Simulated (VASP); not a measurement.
# Ru (P6_3/mmc) in VASP: further runs

Ru is run at these levels: PBE; tasks: single point.

Everything below comes from runs of VASP 6.6.1. Logs are shortened: lines on timing, memory, paths and dates and some standing lists are left out, and cuts for length are marked.

## 1. The cell of the first run

The structure is hexagonal, space group P6_3/mmc (No. 194). The conventional cell has a = 2.774 Å, b = 2.774 Å, c = 4.245 Å, α = 90.00°, β = 90.00°, γ = 120.00°. Ru (site symmetry -6m2) has 12 Ru at 2.66 to 2.77 Å within 3.5 Å.

## 2. Single point, PBE (biaxial strain in the a-b plane: +2.0 %)

File INCAR:

```
SYSTEM = Ru
  ALGO = Fast
  EDIFF = 1E-6
  ENCUT = 520
  GGA = PE
  ISIF = 2
  ISMEAR = 0
  LASPH = .True.
  LCHARG = .True.
  LELF = .True.
  LREAL = .False.
  LVHAR = .True.
  LWAVE = .False.
  NBANDS = 21
  NELM = 80
  PREC = Accurate
  SIGMA = 0.1
```

File KPOINTS:

```
k-points
0
Gamma
  24 24 12
  0 0 0
```

File POSCAR:

```
Ru
1.0
    2.7743966737      0.0000000000      0.0000000000
   -1.3871983369      2.4026979996      0.0000000000
    0.0000000000      0.0000000000      4.2452095181
Ru
2
Direct
    0.3333333333      0.6666666667      0.2500000000
    0.6666666667      0.3333333333      0.7500000000
```

Potentials or basis: VASP PAW PBE potentials, release 64 (Ru_pv).

The run is started by

```sh
cat potpaw_PBE.64/Ru_pv/POTCAR > POTCAR
mpirun -np 1 vasp_std > vasp.out
```

OUTCAR:

```text
SYSTEM = Ru
   EDIFF = 1E-6
   ENCUT = 520
   GGA = PE
   ISIF = 2
   ISMEAR = 0
   LASPH = .True.
   LREAL = .False.
   NELM = 80
   PREC = Accurate

 ion  position               nearest neighbor table
   1  0.333  0.667  0.250-   2 2.66   2 2.66   2 2.66   2 2.66   2 2.66   2 2.66
   2  0.667  0.333  0.750-   1 2.66   1 2.66   1 2.66   1 2.66   1 2.66   1 2.66

  LATTYP: Found a hexagonal cell.
 ALAT       =     2.7743966737
 C/A-ratio  =     1.5301379065

  Lattice vectors:

 A1 = (   2.7743966737,   0.0000000000,   0.0000000000)
 A2 = (  -1.3871983369,   2.4026979996,   0.0000000000)
 A3 = (   0.0000000000,   0.0000000000,   4.2452095181)

Analysis of symmetry for initial positions (statically):
=====================================================================
 Subroutine PRICEL returns:
 Original cell was already a primitive cell.

 Routine SETGRP: Setting up the symmetry group for a
 hexagonal supercell.

 Subroutine GETGRP returns: Found 24 space group operations
 (whereof 12 operations were pure point group operations)
 out of a pool of 24 trial point group operations.

The static configuration has the point symmetry D_3d.
 The point group associated with its full space group is D_6h.

Analysis of symmetry for dynamics (positions and initial velocities):
=====================================================================
 Subroutine PRICEL returns:
 Original cell was already a primitive cell.

 Routine SETGRP: Setting up the symmetry group for a
 hexagonal supercell.

 Subroutine GETGRP returns: Found 24 space group operations
 (whereof 12 operations were pure point group operations)
 out of a pool of 24 trial point group operations.

The dynamic configuration has the point symmetry D_3d.
 The point group associated with its full space group is D_6h.

 Subroutine INISYM returns: Found 24 space group operations
 (whereof 12 operations are pure point group operations),
 and found     1 'primitive' translations

----------------------------------------------------------------------------------------

                                     Primitive cell

  volume of cell :      28.2987

  direct lattice vectors                    reciprocal lattice vectors
     2.774396674  0.000000000  0.000000000     0.360438725  0.208099395  0.000000000
    -1.387198337  2.402698000  0.000000000     0.000000000  0.416198790  0.000000000
     0.000000000  0.000000000  4.245209518     0.000000000  0.000000000  0.235559634

  length of vectors
     2.774396674  2.774396674  4.245209518     0.416198790  0.416198790  0.235559634

  position of ions in fractional coordinates (direct lattice)
     0.333333333  0.666666667  0.250000000
     0.666666667  0.333333333  0.750000000

  ion indices of the primitive-cell ions
   primitive index   ion index
                 1           1
                 2           2

----------------------------------------------------------------------------------------

 KPOINTS: k-points

Automatic generation of k-mesh.
 Grid dimensions read from file:
 generate k-points for:   24   24   12

 Generating k-lattice:

  Cartesian coordinates                     Fractional coordinates (reciprocal lattice)
     0.015018280  0.008670808  0.000000000     0.041666667 -0.000000000  0.000000000
     0.000000000  0.017341616  0.000000000     0.000000000  0.041666667  0.000000000
     0.000000000  0.000000000  0.019629969     0.000000000  0.000000000  0.083333333

  Length of vectors
     0.017341616  0.017341616  0.019629969

  Shift w.r.t. Gamma in fractional coordinates (k-lattice)
     0.000000000  0.000000000  0.000000000

 Subroutine IBZKPT returns following result:
 ===========================================

 Found    427 irreducible k-points:

 Following reciprocal coordinates:
            Coordinates               Weight
  0.000000  0.000000  0.000000      1.000000
  0.041667 -0.000000  0.000000      6.000000
  0.083333  0.000000  0.000000      6.000000
  0.125000 -0.000000  0.000000      6.000000
  0.166667 -0.000000  0.000000      6.000000
  0.208333  0.000000  0.000000      6.000000
[... 16 lines left out ...]
  0.416667  0.041667  0.000000     12.000000
  0.458333  0.041667  0.000000     12.000000
 [... further k-points ...]
   k-points           NKPTS =    427   k-points in BZ     NKDIM =    427   number of bands    NBANDS=     21
   number of dos      NEDOS =    301   number of ions     NIONS =      2
   total plane-waves  NPLWV =  18432
   dimension x,y,z NGX =    24 NGY =   24 NGZ =   32
   dimension x,y,z NGXF=    48 NGYF=   48 NGZF=   64
   ions per type =               2
   NGX,Y,Z   is equivalent  to a cutoff of  14.38, 14.38, 12.53 a.u.
   NGXF,Y,Z  is equivalent  to a cutoff of  28.76, 28.76, 25.06 a.u.
 SYSTEM =  Ru
   PREC   = accura    normal or accurate (medium, high low for compatibility)
   ISTART =      0    job   : 0-new  1-cont  2-samecut
   ICHARG =      2    charge: 1-file 2-atom 10-const
   ISPIN  =      1    spin polarized calculation?
   LNONCOLLINEAR =      F non collinear calculations
   LSORBIT =      F    spin-orbit coupling
   LASPH  =      T    aspherical Exc in radial PAW
   ENCUT  =  520.0 eV  38.22 Ry    6.18 a.u.   5.16  5.16  7.89*2*pi/ulx,y,z
   NELM   =     80;   NELMIN=  2; NELMDL= -5     # of ELM steps
   EDIFF  = 0.1E-05   stopping-criterion for ELM
   LREAL  =      F    real-space projection
[... 7 lines left out ...]
   TEBEG  =    0.0;   TEEND  =   0.0 temperature during run
   PSTRESS=    0.0 pullay stress
   NELECT =      28.0000    total number of electrons
   NUPDOWN=      -1.0000    fix difference up-down
   EMIN   =  10.00;   EMAX   =-10.00  energy-range for DOS
   EFERMI =   0.00;   METHOD = LEGACY
   ISMEAR =     0;   SIGMA  =   0.10  broadening in eV -4-tet -1-fermi 0-gaus
   EFERMI_NEDOS =   21; number of points for ismear=-14 and -15
   IALGO  =     68    algorithm
   IMIX   =      4    mixing-type and parameters
     AMIX     =   0.40;   BMIX     =  1.00
     AMIX_MAG =   1.60;   BMIX_MAG =  1.00
  volume/ion in A,a.u.               =      14.15        95.48
  Fermi-wavevector in a.u.,A,eV,Ry     =   1.631318  3.082743 36.207790  2.661197
  Thomas-Fermi vector in A             =   2.723474
   LORBIT       =      0    0 simple, 1 ext, 2 COOP (PROOUT), +10 PAW based schemes
   GGA     = PE    functional components
   LHFCALC =     F    Hartree Fock is set to
   AEXX    =    0.0000 exact exchange contribution
   IVDW    =     0    specifies the selected vdW correction
   LEPSILON=     F    determine dielectric tensor
   LRPA    =     F    only Hartree local field effects (RPA)
 non-spin polarized calculation
 RMM-DIIS sequential band-by-band and
 Gauss-broadening in eV      SIGMA  =   0.10
  energy-cutoff  :      520.00
  volume of cell :       28.30
 maximum number of plane-waves:       776
 NGX is ok and might be reduce to    24
   NGX = 11   NGY = 11   NGZ = 15

 number of electron      27.9999996 magnetization

 Free energy of the ion-electron system (eV)
  ---------------------------------------------------
  ext. energy  EPLUGINS =         0.00000000
  ---------------------------------------------------
  free energy    TOTEN  =       -18.43294432 eV

  energy without entropy =      -18.42408236  energy(sigma->0) =      -18.42851334

 E-fermi :  12.1181     XC(G=0): -13.8623

 val. band max:       12.1158902924   @ k =   0.0417   0.0417   0.0000
 cond. band min:      12.1225095164   @ k =   0.2500   0.0417   0.1667
 fundamental gap:      0.0066192240
 Fermi energy:        12.1180834573

 k-point     1 :       0.0000    0.0000    0.0000
  band No.  band energies     occupation
      1     -31.4440      2.00000
      2     -30.6261      2.00000
      3     -30.6261      2.00000
      4     -30.4482      2.00000
      5     -30.4482      2.00000
      6     -30.3752      2.00000
[... 13 lines left out ...]
     20      22.5701      0.00000
     21      22.5892      0.00000

 k-point     2 :       0.0417   -0.0000    0.0000
  band No.  band energies     occupation
      1     -31.4388      2.00000
      2     -30.6359      2.00000
      3     -30.6298      2.00000
      4     -30.4586      2.00000
      5     -30.4493      2.00000
      6     -30.3781      2.00000
[... 13 lines left out ...]
     20      22.5701      0.00000
     21      22.5885      0.00000

 k-point     3 :       0.0833    0.0000    0.0000
  band No.  band energies     occupation
      1     -31.4232      2.00000
      2     -30.6646      2.00000
      3     -30.6402      2.00000
      4     -30.4890      2.00000
      5     -30.4527      2.00000
      6     -30.3867      2.00000
[... 13 lines left out ...]
     20      22.5701      0.00000
     21      22.5865      0.00000

 k-point     4 :       0.1250   -0.0000    0.0000
  band No.  band energies     occupation
      1     -31.3977      2.00000
      2     -30.7102      2.00000
      3     -30.6566      2.00000
      4     -30.5369      2.00000
      5     -30.4584      2.00000
      6     -30.4011      2.00000
[... 13 lines left out ...]
     20      22.5702      0.00000
     21      22.5838      0.00000

 k-point     5 :       0.1667   -0.0000    0.0000
  band No.  band energies     occupation
      1     -31.3633      2.00000
      2     -30.7699      2.00000
      3     -30.6775      2.00000
      4     -30.5984      2.00000
      5     -30.4661      2.00000
      6     -30.4210      2.00000
[... 13 lines left out ...]
     20      22.5701      0.00000
     21      22.5810      0.00000

 k-point     6 :       0.2083    0.0000    0.0000
  band No.  band energies     occupation
      1     -31.3210      2.00000
      2     -30.8395      2.00000
      3     -30.7012      2.00000
      4     -30.6689      2.00000
      5     -30.4757      2.00000
      6     -30.4464      2.00000
[... 13 lines left out ...]
     20      22.5702      0.00000
     21      22.5786      0.00000

 k-point     7 :       0.2500   -0.0000    0.0000
  band No.  band energies     occupation
      1     -31.2724      2.00000
      2     -30.9144      2.00000
      3     -30.7430      2.00000
      4     -30.7262      2.00000
      5     -30.4864      2.00000
      6     -30.4768      2.00000
[... 13 lines left out ...]
     20      22.5752      0.00000
     21      25.5514      0.00000
[... 291 lines left out ...]
      1     -31.1887      2.00000
      2     -31.0241      2.00000
      3     -30.8587      2.00000
      4     -30.7591      2.00000
      5     -30.5326      2.00000
      6     -30.5088      2.00000
[... 13 lines left out ...]
     20      22.5700      0.00000
     21      23.5334      0.00000

 k-point    21 :       0.3333    0.0417    0.0000
  band No.  band energies     occupation
      1     -31.1337      2.00000
      2     -31.0893      2.00000
      3     -30.9157      2.00000
      4     -30.7838      2.00000
      5     -30.5717      2.00000
      6     -30.5192      2.00000
[... 13 lines left out ...]
     20      22.5426      0.00000
     21      22.6622      0.00000

 k-point    22 :       0.3750    0.0417    0.0000
  band No.  band energies     occupation
      1     -31.1426      2.00000
      2     -31.0819      2.00000
      3     -30.9625      2.00000
      4     -30.8028      2.00000
      5     -30.6106      2.00000
      6     -30.5278      2.00000
[... 13 lines left out ...]
     20      22.8706      0.00000
     21      25.1288      0.00000

 k-point    23 :       0.4167    0.0417    0.0000
  band No.  band energies     occupation
      1     -31.1803      2.00000
      2     -31.0390      2.00000
      3     -30.9955      2.00000
      4     -30.8158      2.00000
      5     -30.6443      2.00000
      6     -30.5340      2.00000
[... 13 lines left out ...]
     20      23.5765      0.00000
     21      24.5848      0.00000

 k-point    24 :       0.4583    0.0417    0.0000
  band No.  band energies     occupation
      1     -31.1998      2.00000
      2     -31.0135      2.00000
      3     -31.0125      2.00000
      4     -30.8225      2.00000
      5     -30.6650      2.00000
      6     -30.5372      2.00000
[... 13 lines left out ...]
     20      23.9996      0.00000
     21      24.2918      0.00000

 [... further k-points ...]

------------------------ aborting loop because EDIFF is reached ----------------------------------------

  FORCE on cell =-STRESS in cart. coord.  units (eV):
  Direction    XX          YY          ZZ          XY          YZ          ZX
  --------------------------------------------------------------------------------------
  -------------------------------------------------------------------------------------
  Total       -1.9795809     -1.9795809      0.0141130      0.0000000      0.0000000      0.0000000
  in kB     -112.0771214   -112.0771214      0.7990310      0.0000000      0.0000000      0.0000000
  external PRESSURE =     -74.4517373 kB  Pullay stress =       0.0000000 kB

 VOLUME and BASIS-vectors are now :
 -----------------------------------------------------------------------------
  energy-cutoff  :      520.00
  volume of cell :       28.30
      direct lattice vectors                 reciprocal lattice vectors
     2.774396674  0.000000000  0.000000000     0.360438725  0.208099395  0.000000000
    -1.387198337  2.402698000  0.000000000     0.000000000  0.416198790  0.000000000
     0.000000000  0.000000000  4.245209518     0.000000000  0.000000000  0.235559634

 POSITION                                       TOTAL-FORCE (eV/Angst)
 -----------------------------------------------------------------------------------
     -0.00000      1.60180      1.06130         0.000000     -0.000000      0.000000
      1.38720      0.80090      3.18391        -0.000000      0.000000      0.000000
 -----------------------------------------------------------------------------------
    total drift:                               -0.000000      0.000000     -0.000000

  FREE ENERGIE OF THE ION-ELECTRON SYSTEM (eV)
  ---------------------------------------------------
  free  energy   TOTEN  =       -18.4329443205 eV

  energy  without entropy=      -18.4240823632  energy(sigma->0) =      -18.42851334
```

It took 3 min on 1 thread of AMD EPYC 7R13 (Zen 3), shared host; peak memory 0.28 GiB.

What came out:

* Free energy: -18.4329 eV
* Pressure: -7.4 GPa
* Band gap on the k mesh: zero (bands 14 and 15 overlap by 2.98 eV)

Stress tensor (GPa, compression positive):
```
-11.21   0.00   0.00
  0.00 -11.21   0.00
  0.00   0.00   0.08
```

Caveat: the cell differs from its parent crystal (biaxial strain in the a-b plane: +2.0 %); the stress differs along the axes, from -11 to 0 GPa.

## 3. Single point, PBE (biaxial strain in the a-b plane: +3.0 %)

File INCAR:

```
PREC = Accurate
ENCUT = 520
EDIFF = 1E-6
ISMEAR = 0
SIGMA = 0.1
LREAL = F
LASPH = T
NELM = 80
ALGO = Fast
ISIF = 2
LWAVE = F
LCHARG = T
GGA = PE
LELF = T
LVHAR = T
NBANDS = 21
```

File KPOINTS:

```
Automatic mesh
0
Gamma
  24 24 12
```

File POSCAR:

```
Ru
1.0
    2.8015966411      0.0000000000      0.0000000000
   -1.4007983205      2.4262538623      0.0000000000
    0.0000000000      0.0000000000      4.2194288935
Ru
2
Direct
    0.3333333333      0.6666666667      0.2500000000
    0.6666666667      0.3333333333      0.7500000000
```

Potentials or basis: VASP PAW PBE potentials, release 64 (Ru_pv).

The run is started by

```sh
cat potpaw_PBE.64/Ru_pv/POTCAR > POTCAR
mpirun -np 1 vasp_std > vasp.out
```

Run time: 3.1 min. Hardware: 1 thread of AMD EPYC 7R13 (Zen 3), shared host; peak memory 0.28 GiB.

It converged, with:

```
Free energy            : -18.3857 eV
Pressure               : -10.4 GPa
Band gap on the k mesh : zero (bands 14 and 15 overlap by 2.93 eV)
```

Stress tensor (GPa, compression positive):
```
-15.90   0.00   0.00
  0.00 -15.90   0.00
  0.00   0.00   0.49
```

Levels at points of the mesh, in eV from the Fermi level:
```
           k point  band 12  band 13  band 14  band 15  band 16  band 17
(0.00, 0.00, 0.00)    -1.73    -1.73    -1.65    -1.65     1.07     1.07
(0.50, 0.00, 0.00)    -1.68    -1.18     0.99     1.48     1.92     3.63
(0.00, 0.00, 0.50)    -2.74    -2.30    -2.30     0.53     0.53     0.53
(0.50, 0.00, 0.50)    -1.17     0.36     0.36     1.31     1.31     3.12
```

Caveat: the cell differs from its parent crystal (biaxial strain in the a-b plane: +3.0 %); the stress differs along the axes, from -16 to 0 GPa.

## 4. Single point, PBE (biaxial strain in the a-b plane: +3.0 %, then relaxed in part)

File INCAR:

```
SYSTEM = Ru
  ALGO = Fast
  EDIFF = 1E-7
  ENCUT = 520
  GGA = PE
  ISIF = 2
  ISMEAR = 0
  LASPH = .True.
  LCHARG = .False.
  LREAL = .False.
  LWAVE = .False.
  NBANDS = 21
  NELM = 100
  PREC = Accurate
  SIGMA = 0.1
```

File KPOINTS:

```
k-points
0
Gamma
  24 24 12
  0 0 0
```

POSCAR, as its differences from that of step 3:

```diff
@@ -4,3 +4,3 @@
    -1.4007983205      2.4262538623      0.0000000000
-    0.0000000000      0.0000000000      4.2194288935
+    0.0000000000      0.0000000000      4.2237858197
 Ru
```

The run is started by

```sh
cat potpaw_PBE.64/Ru_pv/POTCAR > POTCAR
mpirun -np 1 vasp_std > vasp.out
```

It took 3.5 min on 1 thread of AMD EPYC 7R13 (Zen 3), shared host; peak memory 0.28 GiB.

Results (log left out):

```yaml
Free_energy: -18.3858 eV
Pressure: -10.7 GPa
Band_gap_on_the_k_mesh: zero (bands 14 and 15 overlap by 2.92 eV)
```

Stress tensor (GPa, compression positive):
```
-16.05   0.00   0.00
  0.00 -16.05   0.00
  0.00   0.00  -0.12
```

Levels at points of the mesh, in eV from the Fermi level:
```csv
k point,band 10,band 11,band 12,band 13,band 14,band 15,band 16,band 17,band 18,band 19
"(0.00, 0.00, 0.00)",-2.45,-1.82,-1.73,-1.73,-1.64,-1.64,1.07,1.07,1.78,10.28
"(0.50, 0.00, 0.00)",-3.10,-1.87,-1.68,-1.18,1.00,1.48,1.91,3.62,5.54,10.68
"(0.00, 0.00, 0.50)",-2.73,-2.73,-2.73,-2.31,-2.31,0.52,0.52,0.52,0.52,10.47
"(0.50, 0.00, 0.50)",-4.03,-1.16,-1.16,0.36,0.36,1.31,1.31,3.12,3.12,9.81
```

Caveat: the cell differs from its parent crystal (biaxial strain in the a-b plane: +3.0 %, then relaxed in part); the stress differs along the axes, from -16 to -0 GPa.

## 5. The runs side by side

```csv
cell,further INCAR settings,gap on the mesh (eV),pressure (GPa)
"a = 2.774, b = 2.774, c = 4.245 Å, angles 90.0, 90.0, 120.0°, 2 atoms",ALGO = Fast; EDIFF = 1e-06; NBANDS = 21,none,-7.4
"a = 2.802, b = 2.802, c = 4.219 Å, angles 90.0, 90.0, 120.0°, 2 atoms",ALGO = Fast; EDIFF = 1e-06; NBANDS = 21,none,-10.4
"a = 2.802, b = 2.802, c = 4.224 Å, angles 90.0, 90.0, 120.0°, 2 atoms",ALGO = Fast; EDIFF = 1e-07; NBANDS = 21,none,-10.7
```

Alike in all rows: task single point; level PBE; potentials or basis VASP PAW PBE potentials, release 64 (Ru_pv); no spin polarisation; k mesh 24 × 24 × 12; cutoff (eV) 520; smearing gaussian 0.1 eV.

Caveats: the stress differs along the axes, from -11 to 0 GPa (at least some runs); the stress differs along the axes, from -16 to 0 GPa (at least some runs); the stress differs along the axes, from -16 to -0 GPa (at least some runs).

Total energies depend on the potentials used, so only differences within one code and one set of settings carry meaning.
